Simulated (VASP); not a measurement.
A run of VASP 6.6.1:

INCAR

```
  PREC = Accurate
  ENCUT = 600
  EDIFF = 1E-7
  ISMEAR = 0
  SIGMA = 0.1
  LREAL = F
  LASPH = T
  NELM = 80
  ALGO = Normal
  ISIF = 3
  LWAVE = F
  LCHARG = F
  GGA = PE
  IBRION = 2
  NSW = 90
  EDIFFG = -0.04
```

File KPOINTS:

```
regular mesh
0
Gamma
  4 4 4
```

The input POSCAR:

```
Li3ReBi
1.0
    4.1178078238      0.0000000000      0.0000000000
    0.0000000000      4.1178078238      0.0000000000
    0.0000000000      0.0000000000      4.1365447863
Li Re Bi
3 1 1
Direct
    0.5000000000      0.5000000000      0.0000000000
    0.5000000000      0.0000000000      0.5000000000
    0.0000000000      0.5000000000      0.5000000000
    0.0000000000      0.0000000000      0.0000000000
    0.5000000000      0.5000000000      0.5000000000
```

Potentials or basis: VASP PAW PBE potentials, release 64 (Li_sv, Re, Bi_d).

Launch:

```sh
$ cat potpaw_PBE.64/Li_sv/POTCAR potpaw_PBE.64/Re/POTCAR potpaw_PBE.64/Bi_d/POTCAR > POTCAR
$ mpirun -np 1 vasp_std > vasp.out
```

Hardware: 1 thread of Intel(R) Xeon(R) 6975P-C (Granite Rapids) (shared host).

Estimate the wall time of this run.

It took 80 s on 1 thread of Intel(R) Xeon(R) 6975P-C (Granite Rapids) (shared host), peak memory 0.23 GiB. Counts: scf iterations 70, k points 18, ion steps 5.
